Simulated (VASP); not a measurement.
# CuO (P6_3mc) in VASP: a series of runs

The runs below take CuO through single point, with PBE-based screened hybrid.

All numbers are computed with VASP 6.6.1; they aren't measurements. Logs are shortened: lines on timing, memory, paths and dates and some standing lists are left out, and cuts for length are marked.

## 1. The cell of the first run

The structure is hexagonal, space group P6_3mc (No. 186). The conventional cell has a = 3.288 Å, b = 3.288 Å, c = 5.385 Å, α = 90.00°, β = 90.00°, γ = 120.00°. Within 2.7 Å of Cu (site symmetry 3m) lie 4 O at 2.01 to 2.02 Å. Within 2.7 Å of O (site symmetry 3m) lie 4 Cu at 2.01 to 2.02 Å.

## 2. Single point, PBE-based screened hybrid

POSCAR

```
CuO
1.0
    3.2880244300      0.0000000000      0.0000000000
   -1.6440122100      2.8475126800      0.0000000000
    0.0000000000      0.0000000000      5.3850248600
Cu O
2 2
Direct
    0.6666666667      0.3333333333      0.0000000000
    0.3333333333      0.6666666667      0.5000000000
    0.6666666667      0.3333333333      0.6252000000
    0.3333333333      0.6666666667      0.1252000000
```

INCAR.step1

```
PREC = Accurate
ENCUT = 520
EDIFF = 1E-5
ISMEAR = -1
SIGMA = 0.05
LREAL = False
LASPH = True
NELM = 80
ALGO = Normal
ISIF = 2
LWAVE = True
LCHARG = False
GGA = PE
NBANDS = 25
LUSENCCL = False
```

INCAR.step2

```
PREC = Accurate
ENCUT = 520
EDIFF = 1E-7
ISMEAR = -1
SIGMA = 0.05
LREAL = False
LASPH = True
NELM = 80
ALGO = Normal
ISIF = 2
LWAVE = False
LCHARG = False
GGA = PE
LHFCALC = True
AEXX = 0.1
HFSCREEN = 0.2078699
PRECFOCK = Normal
ISTART = 1
NBANDS = 25
LUSENCCL = False
```

KPOINTS

```
Automatic mesh
0
Gamma
  5 5 3
```

Potentials or basis: VASP PAW PBE potentials, release 64 (Cu, O).

Launch:

```sh
$ cat potpaw_PBE.64/Cu/POTCAR potpaw_PBE.64/O/POTCAR > POTCAR
$ cp INCAR.step1 INCAR
$ mpirun -np 1 vasp_std > vasp.out
$ cp INCAR.step2 INCAR
$ mpirun -np 1 vasp_std > vasp.out
```

OUTCAR:

```text
PREC = Accurate
   ENCUT = 520
   EDIFF = 1E-7
   ISMEAR = -1
   LREAL = False
   LASPH = True
   NELM = 80
   ISIF = 2
   GGA = PE
   LHFCALC = True
   AEXX = 0.1
   HFSCREEN = 0.2078699
   PRECFOCK = Normal
   ISTART = 1

 ion  position               nearest neighbor table
   1  0.667  0.333  0.000-   4 2.01   4 2.01   4 2.01   3 2.02
   2  0.333  0.667  0.500-   3 2.01   3 2.01   3 2.01   4 2.02
   3  0.667  0.333  0.625-   2 2.01   2 2.01   2 2.01   1 2.02
   4  0.333  0.667  0.125-   1 2.01   1 2.01   1 2.01   2 2.02

  LATTYP: Found a hexagonal cell.
 ALAT       =     3.2880244300
 C/A-ratio  =     1.6377691148

  Lattice vectors:

 A1 = (   3.2880244300,   0.0000000000,   0.0000000000)
 A2 = (  -1.6440122100,   2.8475126800,   0.0000000000)
 A3 = (   0.0000000000,   0.0000000000,   5.3850248600)

Analysis of symmetry for initial positions (statically):
=====================================================================
 Subroutine PRICEL returns:
 Original cell was already a primitive cell.

 Routine SETGRP: Setting up the symmetry group for a
 hexagonal supercell.

 Subroutine GETGRP returns: Found 12 space group operations
 (whereof  6 operations were pure point group operations)
 out of a pool of 24 trial point group operations.

The static configuration has the point symmetry C_3v.
 The point group associated with its full space group is C_6v.

Analysis of symmetry for dynamics (positions and initial velocities):
=====================================================================
 Subroutine PRICEL returns:
 Original cell was already a primitive cell.

 Routine SETGRP: Setting up the symmetry group for a
 hexagonal supercell.

 Subroutine GETGRP returns: Found 12 space group operations
 (whereof  6 operations were pure point group operations)
 out of a pool of 24 trial point group operations.

The dynamic configuration has the point symmetry C_3v.
 The point group associated with its full space group is C_6v.

 Subroutine INISYM returns: Found 12 space group operations
 (whereof  6 operations are pure point group operations),
 and found     1 'primitive' translations

----------------------------------------------------------------------------------------

                                     Primitive cell

  volume of cell :      50.4183

  direct lattice vectors                    reciprocal lattice vectors
     3.288024430  0.000000000  0.000000000     0.304133993  0.175591843 -0.000000000
    -1.644012210  2.847512680  0.000000000     0.000000000  0.351183686  0.000000000
     0.000000000  0.000000000  5.385024860     0.000000000 -0.000000000  0.185700164

  length of vectors
     3.288024430  3.288024423  5.385024860     0.351183686  0.351183686  0.185700164

  position of ions in fractional coordinates (direct lattice)
     0.666666667  0.333333333  0.000000000
     0.333333333  0.666666667  0.500000000
     0.666666667  0.333333333  0.625200000
     0.333333333  0.666666667  0.125200000

  ion indices of the primitive-cell ions
   primitive index   ion index
                 1           1
                 2           2
                 3           3
                 4           4

----------------------------------------------------------------------------------------

 KPOINTS: Automatic mesh

Automatic generation of k-mesh.
 Grid dimensions read from file:
 generate k-points for:    5    5    3

 Generating k-lattice:

  Cartesian coordinates                     Fractional coordinates (reciprocal lattice)
     0.060826799  0.035118369 -0.000000000     0.200000000  0.000000000  0.000000000
     0.000000000  0.070236737  0.000000000     0.000000000  0.200000000  0.000000000
     0.000000000 -0.000000000  0.061900055     0.000000000  0.000000000  0.333333333

  Length of vectors
     0.070236737  0.070236737  0.061900055

  Shift w.r.t. Gamma in fractional coordinates (k-lattice)
     0.000000000  0.000000000  0.000000000

 Subroutine IBZKPT returns following result:
 ===========================================

 Found     10 irreducible k-points:

 Following reciprocal coordinates:
            Coordinates               Weight
  0.000000  0.000000  0.000000      1.000000
  0.200000  0.000000  0.000000      6.000000
  0.400000  0.000000  0.000000      6.000000
  0.200000  0.200000  0.000000      6.000000
  0.400000  0.200000  0.000000      6.000000
  0.000000  0.000000  0.333333      2.000000
  0.200000  0.000000  0.333333     12.000000
  0.400000  0.000000  0.333333     12.000000
  0.200000  0.200000  0.333333     12.000000
  0.400000  0.200000  0.333333     12.000000
   k-points           NKPTS =     10   k-points in BZ     NKDIM =     75   number of bands    NBANDS=     25
   number of dos      NEDOS =    301   number of ions     NIONS =      4
   total plane-waves  NPLWV =  23040
   dimension x,y,z NGX =    24 NGY =   24 NGZ =   40
   dimension x,y,z NGXF=    48 NGYF=   48 NGZF=   80
   ions per type =               2   2
   NGX,Y,Z   is equivalent  to a cutoff of  12.13, 12.13, 12.35 a.u.
   NGXF,Y,Z  is equivalent  to a cutoff of  24.27, 24.27, 24.70 a.u.
 SYSTEM =  unknown system
   PREC   = accura    normal or accurate (medium, high low for compatibility)
   ISTART =      1    job   : 0-new  1-cont  2-samecut
   ICHARG =      0    charge: 1-file 2-atom 10-const
   ISPIN  =      1    spin polarized calculation?
   LNONCOLLINEAR =      F non collinear calculations
   LSORBIT =      F    spin-orbit coupling
   LASPH  =      T    aspherical Exc in radial PAW
   ENCUT  =  520.0 eV  38.22 Ry    6.18 a.u.   6.11  6.11 10.01*2*pi/ulx,y,z
   NELM   =     80;   NELMIN=  2; NELMDL=  0     # of ELM steps
   EDIFF  = 0.1E-06   stopping-criterion for ELM
   LREAL  =      F    real-space projection
   EDIFFG = 0.1E-05   stopping-criterion for IOM
   NSW    =      0    number of steps for IOM
   IBRION =     -1    ionic relax: 0-MD 1-quasi-New 2-CG
   NFREE  =      0    steps in history (QN), initial steepest desc. (CG)
   ISIF   =      2    stress and relaxation
   ISYM   =      3    0-nonsym 1-usesym 2-fastsym
   POTIM  = 0.5000    time-step for ionic-motion
   TEBEG  =    0.0;   TEEND  =   0.0 temperature during run
   PSTRESS=    0.0 pullay stress
   NELECT =      34.0000    total number of electrons
   NUPDOWN=      -1.0000    fix difference up-down
   EMIN   =  10.00;   EMAX   =-10.00  energy-range for DOS
   EFERMI =   0.00;   METHOD = LEGACY
   ISMEAR =    -1;   SIGMA  =   0.05  broadening in eV -4-tet -1-fermi 0-gaus
   EFERMI_NEDOS =   21; number of points for ismear=-14 and -15
   IALGO  =     38    algorithm
   IMIX   =      1    mixing-type and parameters
     AMIX     =   0.40;   BMIX     =  1.00
     AMIX_MAG =   1.60;   BMIX_MAG =  1.00
  volume/ion in A,a.u.               =      12.60        85.06
  Fermi-wavevector in a.u.,A,eV,Ry     =   1.435616  2.712921 28.041522  2.060994
  Thomas-Fermi vector in A             =   2.554895
   LORBIT       =      0    0 simple, 1 ext, 2 COOP (PROOUT), +10 PAW based schemes
   GGA     = PE    functional components
   LHFCALC =     T    Hartree Fock is set to
   PRECFOCK=normal    Normal, Fast or Accurate (Low or Medium for compatibility)
   ENCUT4O =  -1.0   cutoff for four orbital integrals eV
   NKREDX  =     1    reduce k-point grid by
   NKREDY  =     1    reduce k-point grid by
   NKREDZ  =     1    reduce k-point grid by
   AEXX    =    0.1000 exact exchange contribution
   HFSCREEN=    0.2079 screening length (either q_TF or 0.3 A-1)
   HFSCREENC=   0.2079 screening length for correlation (either q_TF or 0.3 A-1)
   ENCUTFOCK=  -1.0 apply spherical cutoff to Coloumb kernel
   IVDW    =     0    specifies the selected vdW correction
   LEPSILON=     F    determine dielectric tensor
   LRPA    =     F    only Hartree local field effects (RPA)
 non-spin polarized calculation
  energy-cutoff  :      520.00
  volume of cell :       50.42
 maximum number of plane-waves:      1368
  NGX = 20; NGY = 20; NGZ = 32

 number of electron      34.0000003 magnetization

 Free energy of the ion-electron system (eV)
  ---------------------------------------------------
  ext. energy  EPLUGINS =         0.00000000
  ---------------------------------------------------
  free energy    TOTEN  =       -19.95341555 eV

  energy without entropy =      -19.90763056  energy(sigma->0) =      -19.93052306

 E-fermi :   2.6497     XC(G=0):  -9.7974

 val. band max:        2.5785296518   @ k =   0.2000   0.2000   0.3333
 cond. band min:       2.6575930822   @ k =   0.2000   0.0000   0.0000
 fundamental gap:      0.0790634304
 Fermi energy:         2.6496712418

 k-point     1 :       0.0000    0.0000    0.0000
  band No.  band energies     occupation
      1     -16.3158      2.00000
      2     -15.7656      2.00000
      3      -2.8396      2.00000
      4      -1.8842      2.00000
      5      -1.8842      2.00000
      6      -1.8776      2.00000
[... 17 lines left out ...]
     24      17.5125      0.00000
     25      18.0720      0.00000

 k-point     2 :       0.2000    0.0000    0.0000
  band No.  band energies     occupation
      1     -16.1499      2.00000
      2     -15.6929      2.00000
      3      -2.5337      2.00000
      4      -2.2466      2.00000
      5      -1.9254      2.00000
      6      -1.7899      2.00000
[... 17 lines left out ...]
     24      17.0444      0.00000
     25      17.4249      0.00000

 k-point     3 :       0.4000    0.0000    0.0000
  band No.  band energies     occupation
      1     -15.8382      2.00000
      2     -15.6046      2.00000
      3      -2.7003      2.00000
      4      -2.4167      2.00000
      5      -1.8442      2.00000
      6      -1.6644      2.00000
[... 160 lines left out ...]
 k-point     9 :       0.2000    0.2000    0.3333
  band No.  band energies     occupation
      1     -15.8322      2.00000
      2     -15.6855      2.00000
      3      -2.6779      2.00000
      4      -2.6397      2.00000
      5      -1.8392      2.00000
      6      -1.7789      2.00000
[... 17 lines left out ...]
     24      14.6570      0.00000
     25      16.0427      0.00000

 k-point    10 :       0.4000    0.2000    0.3333
  band No.  band energies     occupation
      1     -15.6819      2.00000
      2     -15.6293      2.00000
      3      -2.6264      2.00000
      4      -2.5912      2.00000
      5      -1.8989      2.00000
      6      -1.8415      2.00000
[... 17 lines left out ...]
     24      14.0514      0.00000
     25      17.1214      0.00000

------------------------ aborting loop because EDIFF is reached ----------------------------------------

  FORCE on cell =-STRESS in cart. coord.  units (eV):
  Direction    XX          YY          ZZ          XY          YZ          ZX
  --------------------------------------------------------------------------------------
  -------------------------------------------------------------------------------------
  Total       -3.2782772     -3.2782772     -2.9507526     -0.0000000      0.0000000      0.0000000
  in kB     -104.1760400   -104.1760397    -93.7680676     -0.0000002      0.0000000      0.0000000
  external PRESSURE =    -100.7067157 kB  Pullay stress =       0.0000000 kB

 VOLUME and BASIS-vectors are now :
 -----------------------------------------------------------------------------
  energy-cutoff  :      520.00
  volume of cell :       50.42
      direct lattice vectors                 reciprocal lattice vectors
     3.288024430  0.000000000  0.000000000     0.304133993  0.175591843 -0.000000000
    -1.644012210  2.847512680  0.000000000     0.000000000  0.351183686  0.000000000
     0.000000000  0.000000000  5.385024860     0.000000000 -0.000000000  0.185700164

 POSITION                                       TOTAL-FORCE (eV/Angst)
 -----------------------------------------------------------------------------------
      1.64401      0.94917      0.00000         0.000000     -0.000000     -0.055010
      0.00000      1.89834      2.69251        -0.000000      0.000000     -0.055010
      1.64401      0.94917      3.36672         0.000000      0.000000      0.055010
      0.00000      1.89834      0.67421        -0.000000      0.000000      0.055010
 -----------------------------------------------------------------------------------
    total drift:                                0.000001     -0.000001     -0.000801

  FREE ENERGIE OF THE ION-ELECTRON SYSTEM (eV)
  ---------------------------------------------------
  free  energy   TOTEN  =       -19.9534155508 eV

  energy  without entropy=      -19.9076305617  energy(sigma->0) =      -19.93052306
```

It took 9.3 min on 1 × NVIDIA H100 80GB with 1 thread of AMD EPYC 7R13 (Zen 3), shared host; peak memory 1.3 GiB.

What came out:

| Quantity | Value |
| --- | --- |
| Free energy | -19.9534 eV |
| Pressure | -10.1 GPa |
| Largest force | 0.055 eV/Å |
| Band gap on the k mesh | zero (band 17 reaches 3.57 eV, above the bottom of band 18 at 2.33 eV) |

Forces in eV/Å, atoms in the order of the input:
```
Cu   0.000  0.000 -0.055
Cu   0.000  0.000 -0.055
O    0.000  0.000  0.055
O    0.000  0.000  0.055
```

Stress tensor (GPa, compression positive):
```
-10.42   0.00   0.00
  0.00 -10.42   0.00
  0.00   0.00  -9.38
```

Levels at points of the mesh, in eV from the Fermi level:
```tsv
k point	band 14	band 15	band 16	band 17	band 18	band 19
(0.00, 0.00, 0.00)	0.04	0.04	0.77	0.92	0.92	1.56
```

Caveat: the k points lie up to 0.44 Å⁻¹ apart; the PAW data sets were made with another functional, which shifts forces and pressure a little; semilocal functionals often make such compounds metallic where correlation or magnetic order opens a gap, which also shifts bond lengths.

## 3. Single point, PBE-based screened hybrid

POSCAR is that of step 2.

INCAR.step1

```
SYSTEM = CuO
PREC     = Accurate       ! precision mode
ENCUT    = 520            ! plane-wave cutoff, eV
EDIFF    = 1E-5           ! SCF threshold, eV
ISMEAR   = -1             ! smearing method
SIGMA    = 0.05           ! smearing width, eV
LREAL    = .FALSE.        ! projectors in reciprocal space
LASPH    = .TRUE.         ! aspherical terms in the spheres
NELM     = 60             ! most SCF steps
ALGO     = Normal         ! electronic algorithm
ISIF     = 2              ! what is computed and relaxed
LWAVE    = .TRUE.         ! write WAVECAR
NBANDS   = 25             ! bands
GGA      = PE             ! functional
LUSENCCL = .FALSE.
```

INCAR.step2

```
SYSTEM = CuO
PREC     = Accurate       ! precision mode
ENCUT    = 520            ! plane-wave cutoff, eV
EDIFF    = 1E-6           ! SCF threshold, eV
ISMEAR   = -1             ! smearing method
SIGMA    = 0.05           ! smearing width, eV
LREAL    = .FALSE.        ! projectors in reciprocal space
LASPH    = .TRUE.         ! aspherical terms in the spheres
NELM     = 60             ! most SCF steps
ALGO     = Normal         ! electronic algorithm
ISIF     = 2              ! what is computed and relaxed
LWAVE    = .FALSE.        ! write WAVECAR
LCHARG   = .TRUE.         ! write CHGCAR
GGA      = PE             ! functional
LHFCALC  = .TRUE.         ! exact exchange
AEXX     = 0.15           ! exact-exchange fraction
HFSCREEN = 0.2078699      ! screening, 1/A
PRECFOCK = Normal       
LELF     = .TRUE.         ! ELF
LVHAR    = .TRUE.       
NBANDS   = 25             ! bands
ISTART   = 1            
LUSENCCL = .FALSE.
```

KPOINTS

```
Automatic mesh
0
G
  5 5 3
  0 0 0
```

Potentials or basis: VASP PAW PBE potentials, release 64 (Cu, O).

Launch:

```sh
$ cat potpaw_PBE.64/Cu/POTCAR potpaw_PBE.64/O/POTCAR > POTCAR
$ cp INCAR.step1 INCAR
$ mpirun -np 1 vasp_std > vasp.out
$ cp INCAR.step2 INCAR
$ mpirun -np 1 vasp_std > vasp.out
```

It took 10 min on 1 × NVIDIA H100 80GB with 1 thread of AMD EPYC 7R13 (Zen 3), shared host; peak memory 1.3 GiB.

It converged, with:

| Item | Value |
| --- | --- |
| Free energy | -20.4692 eV |
| Pressure | -10.8 GPa |
| Largest force | 0.035 eV/Å |
| Band gap on the k mesh | zero (band 17 reaches 3.47 eV, above the bottom of band 18 at 2.07 eV) |

Forces on the atoms (eV/Å):
```
Cu   0.000  0.000 -0.035
Cu   0.000  0.000 -0.035
O    0.000  0.000  0.035
O    0.000  0.000  0.035
```

Stress tensor (GPa, compression positive):
```
-11.38   0.00   0.00
  0.00 -11.38   0.00
  0.00   0.00  -9.62
```

Levels at points of the mesh, in eV from the Fermi level:
| k point | band 14 | band 15 | band 16 | band 17 | band 18 | band 19 |
| --- | --- | --- | --- | --- | --- | --- |
| (0.00, 0.00, 0.00) | 0.04 | 0.04 | 0.81 | 1.02 | 1.02 | 1.86 |

Caveat: the k points lie up to 0.44 Å⁻¹ apart; the PAW data sets were made with another functional, which shifts forces and pressure a little; semilocal functionals often make such compounds metallic where correlation or magnetic order opens a gap, which also shifts bond lengths.

## 4. Single point, PBE-based screened hybrid

POSCAR is that of step 3.

INCAR.step1

```
PREC = Accurate
ENCUT = 520
EDIFF = 1E-5
ISMEAR = -1
SIGMA = 0.05
LREAL = False
LASPH = True
NELM = 100
ALGO = Normal
ISIF = 2
LWAVE = True
GGA = PE
NBANDS = 25
LUSENCCL = False
```

INCAR.step2

```
PREC = Accurate
ENCUT = 520
EDIFF = 1E-6
ISMEAR = -1
SIGMA = 0.05
LREAL = False
LASPH = True
NELM = 100
ALGO = Normal
ISIF = 2
LWAVE = False
LCHARG = True
GGA = PE
LHFCALC = True
AEXX = 0.25
HFSCREEN = 0.2078699
PRECFOCK = Normal
LELF = True
LVHAR = True
ISTART = 1
NBANDS = 25
LUSENCCL = False
```

KPOINTS

```
regular mesh
0
Gamma
  5 5 3
```

Launch:

```sh
$ cat potpaw_PBE.64/Cu/POTCAR potpaw_PBE.64/O/POTCAR > POTCAR
$ cp INCAR.step1 INCAR
$ mpirun -np 1 vasp_std > vasp.out
$ cp INCAR.step2 INCAR
$ mpirun -np 1 vasp_std > vasp.out
```

It took 13 min on 1 × NVIDIA H100 80GB with 1 thread of AMD EPYC 7R13 (Zen 3), shared host; peak memory 1.3 GiB.

It converged, with:

* Free energy: -21.5649 eV
* Pressure: -12.1 GPa
* Largest force: 0.090 eV/Å
* Band gap on the k mesh: zero (band 17 reaches 3.33 eV, above the bottom of band 18 at 1.51 eV)

Forces in eV/Å, atoms in the order of the input:
```
Cu   0.000  0.000  0.090
Cu   0.000  0.000  0.090
O    0.000  0.000 -0.090
O    0.000  0.000 -0.090
```

Stress tensor (GPa, compression positive):
```
-13.64   0.00   0.00
  0.00 -13.64   0.00
  0.00   0.00  -8.87
```

Levels at points of the mesh, in eV from the Fermi level:
| k point | band 13 | band 14 | band 15 | band 16 | band 17 | band 18 | band 19 | band 20 | band 21 | band 22 |
| --- | --- | --- | --- | --- | --- | --- | --- | --- | --- | --- |
| (0.00, 0.00, 0.00) | -2.26 | 0.07 | 0.07 | 0.69 | 1.28 | 1.28 | 2.45 | 7.44 | 9.49 | 15.41 |

Caveat: the k points lie up to 0.44 Å⁻¹ apart; the PAW data sets were made with another functional, which shifts forces and pressure a little; semilocal functionals often make such compounds metallic where correlation or magnetic order opens a gap, which also shifts bond lengths.

## 5. Overview

| share of exact exchange | gap on the mesh (eV) | pressure (GPa) | largest force (eV/Å) |
| --- | --- | --- | --- |
| 0.1 | none | -10.1 | 0.06 |
| 0.15 | none | -10.8 | 0.03 |
| 0.25 | none | -12.1 | 0.09 |

Alike in all rows: task single point; level PBE-based screened hybrid; potentials or basis VASP PAW PBE potentials, release 64 (Cu, O); no spin polarisation; cell as given; k mesh 5 × 5 × 3; cutoff (eV) 520; smearing fermi-dirac 0.05 eV.

Caveats: all runs use coarse meshes; the PAW data sets were made with another functional, which shifts forces and pressure a little; semilocal functionals often make such compounds metallic where correlation or magnetic order opens a gap, which also shifts bond lengths.

Absolute energies hang on the potentials; compare differences alone.
